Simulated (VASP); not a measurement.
# MgO in VASP: notebook, part 2 of 3

VASP 6.6.1.

## (3) Single point, LDA

The input, INCAR:

```
ALGO     = Normal         # electronic algorithm
EDIFF    = 1E-6           # SCF threshold, eV
ENCUT    = 520            # plane-wave cutoff, eV
GGA      = CA             # functional
ISIF     = 2              # what is computed and relaxed
ISMEAR   = -1             # smearing method
LASPH    = T              # aspherical terms in the spheres
LCHARG   = F              # write CHGCAR
LREAL    = Auto         
LWAVE    = F              # write WAVECAR
NBANDS   = 66             # bands
NELM     = 100            # most SCF steps
PREC     = Accurate       # precision mode
SIGMA    = 0.02           # smearing width, eV
```

The input, KPOINTS:

```
k-points
0
Gamma
  2 2 1
```

The input, POSCAR:

```
MgO
1.0
    6.1010590000      0.0000000000      0.0000000000
    3.0505290000      5.2836720000      0.0000000000
    0.0000000000      0.0000000000     19.2268670000
Mg O
12 12
Direct
    0.0000000000      0.0000000000      0.0520105538
    0.0000092254      0.4999931866      0.0520105538
    0.4999951648      0.0000000000      0.0520105538
    0.5000043902      0.4999931866      0.0520105538
    0.6834783600      0.6342369473      0.1863122057
    0.6817359646      0.1466593687      0.1812359757
    0.1610508224      0.6750040502      0.1864318300
    0.1708524787      0.1873507667      0.1832019746
    0.3464920836      0.3087436162      0.3109815031
    0.3392982158      0.8412709949      0.3195216361
    0.8395955656      0.3225597653      0.3102845617
    0.8208180599      0.8377696420      0.3073303622
    0.3333305588      0.8333409038      0.1167844974
    0.3333307966      0.3333287910      0.1167844974
    0.8333257236      0.8333409038      0.1167844974
    0.8333423519      0.3333287910      0.1167844974
    1.0140363110      0.5133551061      0.2327004186
    1.0028941452      0.0200239530      0.2299802667
    0.5124491025      0.4544188209      0.2355453959
    0.4870090434      0.0077786812      0.2411729378
    0.6588800583      0.1649988871      0.3612341002
    0.6649429466      0.6602605158      0.3393688634
    0.1867465676      0.1576933617      0.3588676200
    0.1267962067      0.7180423009      0.3531464591
```

Potentials or basis: VASP PAW LDA potentials, release 64 (Mg, O).

Started as:

```console
cat potpaw_LDA.64/Mg/POTCAR potpaw_LDA.64/O/POTCAR > POTCAR
mpirun -np 1 vasp_std > vasp.out
```

OUTCAR:

```text
EDIFF = 1E-6
   ENCUT = 520
   GGA = CA
   ISIF = 2
   ISMEAR = -1
   LASPH = T
   LREAL = Auto
   NELM = 100
   PREC = Accurate

 ion  position               nearest neighbor table
   1  0.000  0.000  0.052-  16 2.16  13 2.16  15 2.16   6 3.00   4 3.05   3 3.05   2 3.05   2 3.05
                             3 3.05   4 3.05   7 3.10   8 3.15
   2  0.000  0.500  0.052-  14 2.16  16 2.16  15 2.16   8 3.02   3 3.05   4 3.05   1 3.05   1 3.05
                             4 3.05   3 3.05   5 3.08   7 3.14
   3  0.500  0.000  0.052-  13 2.16  14 2.16  15 2.16   6 3.03   2 3.05   1 3.05   4 3.05   4 3.05
                             1 3.05   2 3.05   8 3.07   5 3.23
   4  0.500  0.500  0.052-  16 2.16  14 2.16  13 2.16   1 3.05   2 3.05   3 3.05   3 3.05   2 3.05
                             1 3.05   5 3.08   6 3.11   7 3.14
   5  0.683  0.634  0.186-  17 1.98  16 2.08  19 2.08  20 2.24  15 2.28  13 2.29   8 2.86  11 2.90
                            12 2.95   6 2.98   7 3.05   7 3.07   2 3.08   4 3.08   6 3.12  10 3.15
   6  0.682  0.147  0.181-  19 1.93  18 1.95  15 2.07  20 2.11  16 2.18  14 2.22   7 2.90  12 2.92
                             5 2.98   8 3.00   1 3.00   3 3.03  11 3.04   9 3.06   4 3.11   8 3.12
   7  0.161  0.675  0.186-  17 1.86  18 2.01  19 2.10  15 2.19  13 2.20  14 2.25   6 2.90  12 2.94
                             8 2.95   5 3.05   5 3.07   9 3.08   1 3.10   2 3.14  10 3.14   4 3.14
   8  0.171  0.187  0.183-  17 1.97  18 1.99  20 2.01  14 2.07  16 2.20  13 2.27   5 2.86   9 2.92
                             7 2.95   6 3.00  11 3.01   2 3.02   3 3.07   6 3.12   1 3.15   7 3.16
   9  0.346  0.309  0.311-  23 1.88  21 1.91  20 2.08  19 2.20  24 2.31  17 2.33  10 2.88  12 2.88
[... 5 lines left out ...]
  12  0.821  0.838  0.307-  24 1.85  22 1.87  21 2.02  20 2.17  17 2.24  18 2.43   9 2.88   6 2.92
                            10 2.94   7 2.94   5 2.95  11 3.02  11 3.09  10 3.18   9 3.22
  13  0.333  0.833  0.117-   3 2.16   1 2.16   4 2.16   7 2.20   8 2.27   5 2.29
  14  0.333  0.333  0.117-   8 2.07   2 2.16   3 2.16   4 2.16   6 2.22   7 2.25
  15  0.833  0.833  0.117-   6 2.07   3 2.16   1 2.16   2 2.16   7 2.19   5 2.28
  16  0.833  0.333  0.117-   5 2.08   1 2.16   2 2.16   4 2.16   6 2.18   8 2.20
  17  0.014  0.513  0.233-   7 1.86   8 1.97   5 1.98  12 2.24   9 2.33  11 2.44
  18  0.003  0.020  0.230-   6 1.95   8 1.99   7 2.01  11 2.22  12 2.43  10 2.48
  19  0.512  0.454  0.236-   6 1.93   5 2.08   7 2.10   9 2.20  11 2.26  10 2.61
  20  0.487  0.008  0.241-   8 2.01   9 2.08   6 2.11  12 2.17   5 2.24  10 2.24
  21  0.659  0.165  0.361-   9 1.91  12 2.02  11 2.04
  22  0.665  0.660  0.339-  10 1.77  12 1.87  11 1.87
  23  0.187  0.158  0.359-  10 1.84   9 1.88  11 2.06
[... 199 lines left out ...]
 number of electron      96.0000018 magnetization

 Free energy of the ion-electron system (eV)
  ---------------------------------------------------
  ext. energy  EPLUGINS =         0.00000000
  ---------------------------------------------------
  free energy    TOTEN  =      -137.20267182 eV

  energy without entropy =     -137.13893717  energy(sigma->0) =     -137.17080450

 E-fermi :  -2.8236     XC(G=0):  -5.3281

 val. band max:       -2.8312519329   @ k =   0.5000   0.0000   0.0000
 cond. band min:      -2.7927674770   @ k =   0.5000   0.0000   0.0000
 fundamental gap:      0.0384844558
 Fermi energy:        -2.8236465283

 k-point     1 :       0.0000    0.0000    0.0000
  band No.  band energies     occupation
      1     -20.8526      2.00000
      2     -20.0914      2.00000
      3     -20.0367      2.00000
      4     -19.8225      2.00000
      5     -19.5146      2.00000
      6     -18.8933      2.00000
[... 241 lines left out ...]
     59       4.0765      0.00000
     60       4.1936      0.00000
 [bands above 60 left out]

------------------------ aborting loop because EDIFF is reached ----------------------------------------

  FORCE on cell =-STRESS in cart. coord.  units (eV):
  Direction    XX          YY          ZZ          XY          YZ          ZX
  --------------------------------------------------------------------------------------
  -------------------------------------------------------------------------------------
  Total       -0.9594176     -3.8799193     -9.2701167     -1.0435536     -0.5506845      0.0554943
  in kB       -2.4800970    -10.0296016    -23.9632758     -2.6975888     -1.4235210      0.1434528
  external PRESSURE =     -12.1576581 kB  Pullay stress =       0.0000000 kB

 VOLUME and BASIS-vectors are now :
 -----------------------------------------------------------------------------
  energy-cutoff  :      520.00
  volume of cell :      619.80
      direct lattice vectors                 reciprocal lattice vectors
     6.101059000  0.000000000  0.000000000     0.163905971 -0.094631143  0.000000000
     3.050529000  5.283672000  0.000000000     0.000000000  0.189262316  0.000000000
     0.000000000  0.000000000 19.226867000     0.000000000  0.000000000  0.052010554

 POSITION                                       TOTAL-FORCE (eV/Angst)
 -----------------------------------------------------------------------------------
      0.00000      0.00000      1.00000         0.089007     -0.064098      1.843632
      1.52530      2.64180      1.00000         0.000046      0.119341      1.712333
      3.05050      0.00000      1.00000        -0.043562     -0.160698      1.837818
      4.57580      2.64180      1.00000        -0.021448      0.090928      1.871604
      6.10470      3.35110      3.58220        -0.656471      1.093017      0.333556
      4.60670      0.77490      3.48460        -0.490645      0.222976      0.174725
[... 16 lines left out ...]
      1.62040      0.83320      6.89990        -1.116807      1.336165     -0.014833
      2.96400      3.79390      6.78990         0.600053     -1.138402     -0.126921
 -----------------------------------------------------------------------------------
    total drift:                               -0.000189      0.009802     -0.031177

  FREE ENERGIE OF THE ION-ELECTRON SYSTEM (eV)
  ---------------------------------------------------
  free  energy   TOTEN  =      -137.2026718236 eV

  energy  without entropy=     -137.1389371714  energy(sigma->0) =     -137.17080450
```

OSZICAR:

```text
N       E                     dE             d eps       ncg     rms          rms(c)
DAV:   1     0.799813952915E+03    0.79981E+03   -0.39273E+04   536   0.117E+03
DAV:   2    -0.248098257111E+02   -0.82462E+03   -0.77669E+03   718   0.283E+02
DAV:   3    -0.171414425472E+03   -0.14660E+03   -0.14526E+03   656   0.124E+02
[... 33 lines left out ...]
DAV:  37    -0.137202642267E+03   -0.25590E-04   -0.24839E-06   448   0.333E-03    0.102E-02
DAV:  38    -0.137202661546E+03   -0.19279E-04   -0.17041E-06   456   0.253E-03    0.603E-03
DAV:  39    -0.137202668558E+03   -0.70118E-05   -0.31578E-07   408   0.151E-03    0.425E-03
DAV:  40    -0.137202671056E+03   -0.24980E-05   -0.52264E-07   432   0.149E-03    0.563E-03
DAV:  41    -0.137202671824E+03   -0.76764E-06   -0.20319E-07   408   0.846E-04
   1 F= -.13720267E+03 E0= -.13717080E+03  d E =-.637347E-01
```

stdout:

```text
POSCAR found type information on POSCAR MgO
 POSCAR found :  2 types and      24 ions
 scaLAPACK will be used
 LDA part: xc-table for (Slater(with rela. corr.)+CA(PZ))
 , standard interpolation
 POSCAR, INCAR and KPOINTS ok, starting setup
 FFT: planning ... GRIDC
 FFT: planning ... GRID_SOFT
 FFT: planning ... GRID
 WAVECAR not read
 entering main loop
```

Wall time 4.6 min (1 thread of Intel Xeon 6975P-C (Granite Rapids), shared host); peak memory 0.56 GiB.

Results:

- Free energy: -137.2027 eV
- Largest force: 2.205 eV/Å
- Band gap on the k mesh: zero (bands 48 and 49 overlap by 0.08 eV)

Forces on the atoms (eV/Å):
```
Mg   0.089 -0.064  1.844
Mg   0.000  0.119  1.712
Mg  -0.044 -0.161  1.838
Mg  -0.021  0.091  1.872
Mg  -0.656  1.093  0.334
Mg  -0.491  0.223  0.175
Mg   1.518  0.273 -0.338
Mg  -0.214 -1.029  0.198
Mg   0.235  1.680 -0.226
Mg  -1.695  0.176 -0.721
Mg   0.010 -1.025  0.687
Mg  -0.141  0.462  0.014
O    0.181 -0.183 -1.981
O    0.115 -0.110 -2.199
O   -0.112 -0.030 -1.921
O    0.119  0.075 -2.144
O   -1.317 -0.518  0.857
O   -0.202 -0.422  0.930
O    0.366  1.426  0.187
O    0.652 -0.757 -0.848
O    0.898 -0.257 -0.573
O    1.228 -1.260  0.446
O   -1.117  1.336 -0.015
O    0.600 -1.138 -0.127
```

Levels at points of the mesh, in eV from the Fermi level:
```csv
k point,band 46,band 47,band 48,band 49,band 50,band 51,band 52,band 53
"(0.00, 0.00, 0.00)",-0.12,-0.11,0.07,0.11,2.20,2.21,2.26,3.18
"(0.50, 0.00, 0.00)",-0.11,-0.04,-0.02,-0.01,0.03,1.64,1.66,5.09
"(0.50, 0.50, 0.00)",-0.06,-0.04,-0.02,-0.01,0.04,1.65,1.66,5.10
"(0.00, 0.50, 0.00)",-0.09,-0.04,-0.03,-0.01,0.06,1.65,1.66,5.09
```

Caveat: the k points lie up to 0.59 Å⁻¹ apart.

## (4) Single point, LDA

The input, INCAR:

```
PREC = Accurate
ENCUT = 520
EDIFF = 1E-6
ISMEAR = -1
SIGMA = 0.02
LREAL = Auto
LASPH = T
NELM = 60
ALGO = Normal
ISIF = 2
LWAVE = F
LCHARG = F
NBANDS = 66
```

The input, KPOINTS:

```
regular mesh
0
Gamma
  2 2 1
```

The input, POSCAR:

```
MgO
1.0
    6.1010590000      0.0000000000      0.0000000000
    3.0505290000      5.2836720000      0.0000000000
    0.0000000000      0.0000000000     19.2268670000
Mg O
12 12
Direct
    0.0000000000      0.0000000000      0.0520105538
    0.0000092254      0.4999931866      0.0520105538
    0.4999951648      0.0000000000      0.0520105538
    0.5000043902      0.4999931866      0.0520105538
    0.5952090554      0.7372145735      0.1819797266
    0.6191112400      0.1774334213      0.1819641234
    0.1837355548      0.6694965168      0.1802321720
    0.0610865516      0.2367482312      0.2173781095
    0.3097535439      0.3895964776      0.3239685384
    0.3473906597      0.8074498190      0.2967046061
    0.8126182245      0.2501101507      0.3346775114
    0.7800849894      0.8085664667      0.3364770766
    0.3333305588      0.8333409038      0.1167844974
    0.3333307966      0.3333287910      0.1167844974
    0.8333257236      0.8333409038      0.1167844974
    0.8333423519      0.3333287910      0.1167844974
    0.9412352819      0.5482550772      0.2600683720
    1.0481622616     -0.0561541292      0.2506232555
    0.5070017535      0.5345146330      0.2408556735
    0.4795993654      0.0057157219      0.2349524756
    0.5734502045      0.1535295908      0.3783923819
    0.6980827618      0.5752628097      0.3793077676
    0.2016389361      0.1484952132      0.3253156117
    0.2121115838      0.6879117402      0.3710432906
```

Started as:

```console
cat potpaw_LDA.64/Mg/POTCAR potpaw_LDA.64/O/POTCAR > POTCAR
mpirun -np 1 vasp_std > vasp.out
```

Run time: 4.4 min. Hardware: 1 thread of Intel Xeon 6975P-C (Granite Rapids), shared host; peak memory 0.56 GiB.

Results (log left out):

| Quantity | Value |
| --- | --- |
| Free energy | -132.5813 eV |
| Largest force | 4.533 eV/Å |
| Band gap on the k mesh | 0.02 eV (least direct gap 0.03 eV) |

Forces on the atoms (eV/Å):
```
Mg   0.213  0.240  1.980
Mg  -0.102 -0.264  2.036
Mg  -0.278  0.201  1.510
Mg   0.150 -0.062  1.561
Mg   2.057 -3.473 -0.938
Mg   1.183  0.025  0.563
Mg  -1.236  0.259  0.434
Mg   1.194 -1.074 -1.379
Mg  -1.164 -0.263 -0.411
Mg   1.242  0.534  3.699
Mg   1.038  0.238  1.124
Mg   0.725  0.090  0.345
O   -0.955 -0.189 -2.905
O    0.093  0.897 -1.621
O   -0.088  0.183 -1.173
O   -0.285 -0.068 -1.004
O    1.249  0.965 -0.935
O   -3.513  2.293 -1.717
O   -1.477 -3.889 -1.651
O    0.675  2.465  1.086
O    1.556 -1.266 -1.158
O   -0.776 -0.005 -0.908
O   -1.087  0.912  1.548
O   -0.416  1.252 -0.088
```

Levels at points of the mesh, in eV from the valence-band top:
```
           k point  band 44  band 45  band 46  band 47  band 48  band 49  band 50  band 51  band 52  band 53
(0.00, 0.00, 0.00)    -0.33    -0.21    -0.10    -0.09    -0.02     0.17     2.29     2.30     2.37     3.26
(0.50, 0.00, 0.00)    -0.25    -0.22    -0.16    -0.06    -0.04     0.02     0.13     1.77     1.79     4.94
(0.50, 0.50, 0.00)    -0.32    -0.17    -0.12    -0.10     0.00     0.03     0.18     1.75     1.80     4.93
(0.00, 0.50, 0.00)    -0.28    -0.15    -0.10    -0.06    -0.03     0.11     0.23     1.75     1.79     4.91
```

Caveat: the k points lie up to 0.59 Å⁻¹ apart; the atoms stand as in a frame of molecular dynamics.

[end of part 2 of 3]
